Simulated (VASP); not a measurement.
# GaP (F-43m) in VASP: single point with r2SCAN

Aim: the single point of GaP with r2SCAN.

All numbers are computed with VASP 6.6.1; they aren't measurements. Logs are shortened: lines on timing, memory, paths and dates and some standing lists are left out, and cuts for length are marked.

## 1. The cell of the first run

It takes space group F-43m (No. 216, cubic). Conventional cell: a = 5.447 Å, b = 5.447 Å, c = 5.447 Å, α = 90.00°, β = 90.00°, γ = 90.00°. Ga (site symmetry -43m) has 4 P at 2.36 Å within 3.1 Å. P (site symmetry -43m) has 4 Ga at 2.36 Å within 3.1 Å.

## 2. Single point, r2SCAN

Contents of POSCAR:

```
GaP
1.0
   10.8930320000      0.0000000000      0.0000000000
    0.0000000000     10.8930320000      0.0000000000
    0.0000000000      0.0000000000     10.8930320000
Ga P
32 32
Direct
    0.0000000000      0.0000000000      0.0000000000
    0.0000000000      0.0000000000      0.5000000000
    0.0000000000      0.5000000000      0.0000000000
    0.0000000000      0.5000000000      0.5000000000
    0.5000000000      0.0000000000      0.0000000000
    0.5000000000      0.0000000000      0.5000000000
    0.5000000000      0.5000000000      0.0000000000
    0.5000000000      0.5000000000      0.5000000000
    0.2500000000      0.2500000000      0.0000000000
    0.2500000000      0.2500000000      0.5000000000
    0.2500000000      0.7500000000      0.0000000000
    0.2500000000      0.7500000000      0.5000000000
    0.7500000000      0.2500000000      0.0000000000
    0.7500000000      0.2500000000      0.5000000000
    0.7500000000      0.7500000000      0.0000000000
    0.7500000000      0.7500000000      0.5000000000
    0.2500000000      0.0000000000      0.2500000000
    0.2500000000      0.0000000000      0.7500000000
    0.2500000000      0.5000000000      0.2500000000
    0.2500000000      0.5000000000      0.7500000000
    0.7500000000      0.0000000000      0.2500000000
    0.7500000000      0.0000000000      0.7500000000
    0.7500000000      0.5000000000      0.2500000000
    0.7500000000      0.5000000000      0.7500000000
    0.0000000000      0.2500000000      0.2500000000
    0.0000000000      0.2500000000      0.7500000000
    0.0000000000      0.7500000000      0.2500000000
    0.0000000000      0.7500000000      0.7500000000
    0.5000000000      0.2500000000      0.2500000000
    0.5000000000      0.2500000000      0.7500000000
    0.5000000000      0.7500000000      0.2500000000
    0.5000000000      0.7500000000      0.7500000000
    0.1250000000      0.1250000000      0.1250000000
    0.1250000000      0.1250000000      0.6250000000
    0.1250000000      0.6250000000      0.1250000000
    0.1250000000      0.6250000000      0.6250000000
    0.6250000000      0.1250000000      0.1250000000
    0.6250000000      0.1250000000      0.6250000000
    0.6250000000      0.6250000000      0.1250000000
    0.6250000000      0.6250000000      0.6250000000
    0.3750000000      0.3750000000      0.1250000000
    0.3750000000      0.3750000000      0.6250000000
    0.3750000000      0.8750000000      0.1250000000
    0.3750000000      0.8750000000      0.6250000000
    0.8750000000      0.3750000000      0.1250000000
    0.8750000000      0.3750000000      0.6250000000
    0.8750000000      0.8750000000      0.1250000000
    0.8750000000      0.8750000000      0.6250000000
    0.3750000000      0.1250000000      0.3750000000
    0.3750000000      0.1250000000      0.8750000000
    0.3750000000      0.6250000000      0.3750000000
    0.3750000000      0.6250000000      0.8750000000
    0.8750000000      0.1250000000      0.3750000000
    0.8750000000      0.1250000000      0.8750000000
    0.8750000000      0.6250000000      0.3750000000
    0.8750000000      0.6250000000      0.8750000000
    0.1250000000      0.3750000000      0.3750000000
    0.1250000000      0.3750000000      0.8750000000
    0.1250000000      0.8750000000      0.3750000000
    0.1250000000      0.8750000000      0.8750000000
    0.6250000000      0.3750000000      0.3750000000
    0.6250000000      0.3750000000      0.8750000000
    0.6250000000      0.8750000000      0.3750000000
    0.6250000000      0.8750000000      0.8750000000
```

Contents of INCAR.step1:

```
SYSTEM = GaP
PREC = Accurate
ENCUT = 520
ISMEAR = -1
SIGMA = 0.05
LREAL = Auto
LASPH = .True.
NELM = 60
NBANDS = 326
GGA = PE
ALGO = Normal
EDIFF = 1E-4
LWAVE = .True.
LCHARG = .False.
```

Contents of INCAR.step2:

```
SYSTEM = GaP
PREC = Accurate
ENCUT = 520
EDIFF = 1E-6
ISMEAR = -1
SIGMA = 0.05
LREAL = Auto
LASPH = .True.
NELM = 60
ALGO = Normal
ISIF = 2
LWAVE = .False.
LCHARG = .True.
METAGGA = R2SCAN
LMIXTAU = .True.
LELF = .True.
LVHAR = .True.
NBANDS = 326
ISTART = 1
```

Contents of KPOINTS:

```
Automatic mesh
0
Gamma
  1 1 1
  0 0 0
```

Potentials or basis: VASP PAW PBE potentials, release 64 (Ga_d, P).

Command:

```
> cat potpaw_PBE.64/Ga_d/POTCAR potpaw_PBE.64/P/POTCAR > POTCAR
> cp INCAR.step1 INCAR
> mpirun -np 1 vasp_gam > vasp.out
> cp INCAR.step2 INCAR
> mpirun -np 1 vasp_gam > vasp.out
```

OUTCAR:

```text
SYSTEM = GaP
   PREC = Accurate
   ENCUT = 520
   EDIFF = 1E-6
   ISMEAR = -1
   LREAL = Auto
   LASPH = .True.
   NELM = 60
   ISIF = 2
   METAGGA = R2SCAN
   ISTART = 1

 ion  position               nearest neighbor table
   1  0.000  0.000  0.000-  33 2.36  47 2.36  54 2.36  60 2.36
   2  0.000  0.000  0.500-  34 2.36  48 2.36  53 2.36  59 2.36
   3  0.000  0.500  0.000-  35 2.36  45 2.36  56 2.36  58 2.36
   4  0.000  0.500  0.500-  36 2.36  46 2.36  55 2.36  57 2.36
   5  0.500  0.000  0.000-  37 2.36  43 2.36  50 2.36  64 2.36
   6  0.500  0.000  0.500-  38 2.36  44 2.36  49 2.36  63 2.36
[... 56 lines left out ...]
  63  0.625  0.875  0.375-   6 2.36  16 2.36  21 2.36  31 2.36
  64  0.625  0.875  0.875-   5 2.36  15 2.36  22 2.36  32 2.36

  LATTYP: Found a simple cubic cell.
 ALAT       =    10.8930320000

  Lattice vectors:

 A1 = (  10.8930320000,   0.0000000000,   0.0000000000)
 A2 = (   0.0000000000,  10.8930320000,   0.0000000000)
 A3 = (   0.0000000000,   0.0000000000,  10.8930320000)

Analysis of symmetry for initial positions (statically):
=====================================================================
 Subroutine PRICEL returns following result:

  LATTYP: Found a face centered cubic cell.
 ALAT       =     5.4465160000

  Lattice vectors:

 A1 = (   2.7232580000,  -2.7232580000,   0.0000000000)
 A2 = (   2.7232580000,   0.0000000000,   2.7232580000)
 A3 = (   0.0000000000,  -2.7232580000,   2.7232580000)

  32 primitive cells build up your supercell.

 Routine SETGRP: Setting up the symmetry group for a
 simple cubic supercell.

 Subroutine GETGRP returns: Found 24 space group operations
 (whereof 24 operations were pure point group operations)
 out of a pool of 48 trial point group operations.

The static configuration has the point symmetry T_d .

Analysis of symmetry for dynamics (positions and initial velocities):
=====================================================================
 Subroutine PRICEL returns following result:

  LATTYP: Found a face centered cubic cell.
 ALAT       =     5.4465160000

  Lattice vectors:

 A1 = (   2.7232580000,  -2.7232580000,   0.0000000000)
 A2 = (   2.7232580000,   0.0000000000,   2.7232580000)
 A3 = (   0.0000000000,  -2.7232580000,   2.7232580000)

  32 primitive cells build up your supercell.

 Routine SETGRP: Setting up the symmetry group for a
 simple cubic supercell.

 Subroutine GETGRP returns: Found 24 space group operations
 (whereof 24 operations were pure point group operations)
 out of a pool of 48 trial point group operations.

The dynamic configuration has the point symmetry T_d .

 Subroutine INISYM returns: Found 24 space group operations
 (whereof 24 operations are pure point group operations),
 and found    32 'primitive' translations

----------------------------------------------------------------------------------------

                                     Primitive cell

  volume of cell :      40.3921

  direct lattice vectors                    reciprocal lattice vectors
     2.723258000 -2.723258000  0.000000000     0.183603610 -0.183603610 -0.183603610
     2.723258000  0.000000000  2.723258000     0.183603610  0.183603610  0.183603610
     0.000000000 -2.723258000  2.723258000    -0.183603610 -0.183603610  0.183603610

  length of vectors
     3.851268397  3.851268397  3.851268397     0.318010781  0.318010781  0.318010781

  position of ions in fractional coordinates (direct lattice)
     0.000000000  0.000000000  0.000000000
     0.750000000  0.750000000  0.750000000

  ion indices of the primitive-cell ions
   primitive index   ion index
                 1           1
                 2          33

----------------------------------------------------------------------------------------

 KPOINTS: Automatic mesh

Automatic generation of k-mesh.
 Grid dimensions read from file:
 generate k-points for:    1    1    1

 Generating k-lattice:

  Cartesian coordinates                     Fractional coordinates (reciprocal lattice)
     0.091801805  0.000000000  0.000000000     1.000000000  0.000000000  0.000000000
     0.000000000  0.091801805  0.000000000     0.000000000  1.000000000  0.000000000
     0.000000000  0.000000000  0.091801805     0.000000000  0.000000000  1.000000000

  Length of vectors
     0.091801805  0.091801805  0.091801805

  Shift w.r.t. Gamma in fractional coordinates (k-lattice)
     0.000000000  0.000000000  0.000000000

 Subroutine IBZKPT returns following result:
 ===========================================

 Found      1 irreducible k-points:

 Following reciprocal coordinates:
            Coordinates               Weight
  0.000000  0.000000  0.000000      1.000000
   k-points           NKPTS =      1   k-points in BZ     NKDIM =      1   number of bands    NBANDS=    326
   number of dos      NEDOS =    301   number of ions     NIONS =     64
   total plane-waves  NPLWV = 592704
   dimension x,y,z NGX =    84 NGY =   84 NGZ =   84
   dimension x,y,z NGXF=   168 NGYF=  168 NGZF=  168
   ions per type =              32  32
   NGX,Y,Z   is equivalent  to a cutoff of  12.82, 12.82, 12.82 a.u.
   NGXF,Y,Z  is equivalent  to a cutoff of  25.64, 25.64, 25.64 a.u.
 SYSTEM =  GaP
   PREC   = accura    normal or accurate (medium, high low for compatibility)
   ISTART =      1    job   : 0-new  1-cont  2-samecut
   ICHARG =      0    charge: 1-file 2-atom 10-const
   ISPIN  =      1    spin polarized calculation?
   LNONCOLLINEAR =      F non collinear calculations
   LSORBIT =      F    spin-orbit coupling
   LASPH  =      T    aspherical Exc in radial PAW
   ENCUT  =  520.0 eV  38.22 Ry    6.18 a.u.  20.25 20.25 20.25*2*pi/ulx,y,z
   NELM   =     60;   NELMIN=  2; NELMDL=  0     # of ELM steps
   EDIFF  = 0.1E-05   stopping-criterion for ELM
   LREAL  =      T    real-space projection
   EDIFFG = 0.1E-04   stopping-criterion for IOM
   NSW    =      0    number of steps for IOM
   IBRION =     -1    ionic relax: 0-MD 1-quasi-New 2-CG
   NFREE  =      0    steps in history (QN), initial steepest desc. (CG)
   ISIF   =      2    stress and relaxation
   ISYM   =      2    0-nonsym 1-usesym 2-fastsym
   POTIM  = 0.5000    time-step for ionic-motion
   TEBEG  =    0.0;   TEEND  =   0.0 temperature during run
   PSTRESS=    0.0 pullay stress
   NELECT =     576.0000    total number of electrons
   NUPDOWN=      -1.0000    fix difference up-down
   EMIN   =  10.00;   EMAX   =-10.00  energy-range for DOS
   EFERMI =   0.00;   METHOD = LEGACY
   ISMEAR =    -1;   SIGMA  =   0.05  broadening in eV -4-tet -1-fermi 0-gaus
   EFERMI_NEDOS =   21; number of points for ismear=-14 and -15
   IALGO  =     38    algorithm
   IMIX   =      4    mixing-type and parameters
     AMIX     =   0.40;   BMIX     =  1.00
     AMIX_MAG =   1.60;   BMIX_MAG =  1.00
  volume/ion in A,a.u.               =      20.20       136.29
  Fermi-wavevector in a.u.,A,eV,Ry     =   1.250452  2.363011 21.274466  1.563629
  Thomas-Fermi vector in A             =   2.384445
   LORBIT       =      0    0 simple, 1 ext, 2 COOP (PROOUT), +10 PAW based schemes
   METAGGA = R2SCAN    functional components
   LHFCALC =     F    Hartree Fock is set to
   AEXX    =    0.0000 exact exchange contribution
   IVDW    =     0    specifies the selected vdW correction
   LEPSILON=     F    determine dielectric tensor
   LRPA    =     F    only Hartree local field effects (RPA)
 non-spin polarized calculation
  energy-cutoff  :      520.00
  volume of cell :     1292.55
 maximum number of plane-waves:     17445
 NGX is ok and might be reduce to    84
   NGX = 41   NGY = 41   NGZ = 41

 number of electron     575.9999655 magnetization

 Free energy of the ion-electron system (eV)
  ---------------------------------------------------
  ext. energy  EPLUGINS =         0.00000000
  ---------------------------------------------------
  free energy    TOTEN  =      -682.23167085 eV

  energy without entropy =     -682.23167076  energy(sigma->0) =     -682.23167080

 E-fermi :   5.4649     XC(G=0): -10.5419

 val. band max:        4.5287191374   @ k =   0.0000   0.0000   0.0000
 cond. band min:       6.4049287580   @ k =   0.0000   0.0000   0.0000
 fundamental gap:      1.8762096206
 Fermi energy:         5.4648905455

 k-point     1 :       0.0000    0.0000    0.0000
  band No.  band energies     occupation
      1     -10.6414      2.00000
      2     -10.6414      2.00000
      3     -10.6414      2.00000
      4     -10.6221      2.00000
      5     -10.6221      2.00000
      6     -10.6221      2.00000
[... 292 lines left out ...]
    299       6.8862      0.00000
    300       6.9564      0.00000
 [bands above 300 left out]

------------------------ aborting loop because EDIFF is reached ----------------------------------------

  FORCE on cell =-STRESS in cart. coord.  units (eV):
  Direction    XX          YY          ZZ          XY          YZ          ZX
  --------------------------------------------------------------------------------------
  -------------------------------------------------------------------------------------
  Total        6.0544653      6.0544653      6.0544653      0.0000000      0.0000000      0.0000000
  in kB        7.5048159      7.5048159      7.5048159      0.0000000      0.0000000      0.0000000
  external PRESSURE =       7.5048159 kB  Pullay stress =       0.0000000 kB

 VOLUME and BASIS-vectors are now :
 -----------------------------------------------------------------------------
  energy-cutoff  :      520.00
  volume of cell :     1292.55
      direct lattice vectors                 reciprocal lattice vectors
    10.893032000  0.000000000  0.000000000     0.091801805  0.000000000  0.000000000
     0.000000000 10.893032000  0.000000000     0.000000000  0.091801805  0.000000000
     0.000000000  0.000000000 10.893032000     0.000000000  0.000000000  0.091801805

 POSITION                                       TOTAL-FORCE (eV/Angst)
 -----------------------------------------------------------------------------------
      0.00000      0.00000      0.00000         0.000000      0.000000     -0.000000
      0.00000      0.00000      5.44652        -0.000000     -0.000000     -0.000000
      0.00000      5.44652      0.00000         0.000000      0.000000     -0.000000
      0.00000      5.44652      5.44652        -0.000000      0.000000     -0.000000
      5.44652      0.00000      0.00000        -0.000000     -0.000000     -0.000000
      5.44652      0.00000      5.44652        -0.000000     -0.000000     -0.000000
[... 56 lines left out ...]
      6.80814      9.53140      4.08489         0.000000     -0.000000      0.000000
      6.80814      9.53140      9.53140         0.000000     -0.000000      0.000000
 -----------------------------------------------------------------------------------
    total drift:                                0.000000     -0.000000      0.000000

  FREE ENERGIE OF THE ION-ELECTRON SYSTEM (eV)
  ---------------------------------------------------
  free  energy   TOTEN  =      -682.2316708482 eV

  energy  without entropy=     -682.2316707600  energy(sigma->0) =     -682.23167080
```

Wall time 48 min (1 thread of Intel Xeon Platinum 8488C (Sapphire Rapids), shared host); peak memory 1.3 GiB.

What came out:

* Free energy: -682.2317 eV
* Pressure: 0.8 GPa
* Band gap on the k mesh: 1.88 eV

Levels at points of the mesh, in eV from the valence-band top:
| k point | band 285 | band 286 | band 287 | band 288 | band 289 | band 290 | band 291 | band 292 |
| --- | --- | --- | --- | --- | --- | --- | --- | --- |
| (0.00, 0.00, 0.00) | -1.18 | 0.00 | 0.00 | 0.00 | 1.88 | 1.88 | 1.88 | 2.03 |

Caveat: the k points lie up to 0.58 Å⁻¹ apart; the PAW data sets were made with another functional, which shifts forces and pressure a little; an odd mesh through Γ misses points on the zone boundary, where band edges can lie.
